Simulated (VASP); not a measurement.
Crystal: NaH.

```xyz
2
Lattice="0.0000 2.4562 2.4562 2.4562 0.0000 2.4562 2.4562 2.4562 0.0000" Properties=species:S:1:pos:R:3 pbc="T T T"
Na    0.0000    0.0000    0.0000
H     2.4562    2.4562    2.4562
```

Base run:

```yaml
Program: VASP 6.6.1
Functional: r2SCAN
Potentials_or_basis: VASP PAW PBE potentials, release 64 (Na_pv, H)
Cutoff: 520 eV
k_mesh: 9 × 9 × 9
Occupations: fermi-dirac, width 0.05 eV
Spin: no spin polarisation
```

Its results: band gap on the k mesh 4.57 eV, indirect (least direct gap 5.24 eV); pressure -1.7 GPa.

Task: The run is repeated on the same cell with these changes: functional from r2SCAN to PBEsol. What comes out?

Result: Band gap on the k mesh 3.79 eV, indirect (least direct gap 4.50 eV); pressure -1.6 GPa.

r2SCAN gives the wider gap, since meta-GGAs in the generalised Kohn-Sham scheme recover part of the derivative discontinuity.

Caveats: the PAW data sets were made with another functional, which shifts forces and pressure a little.

A k mesh can miss the band edges.
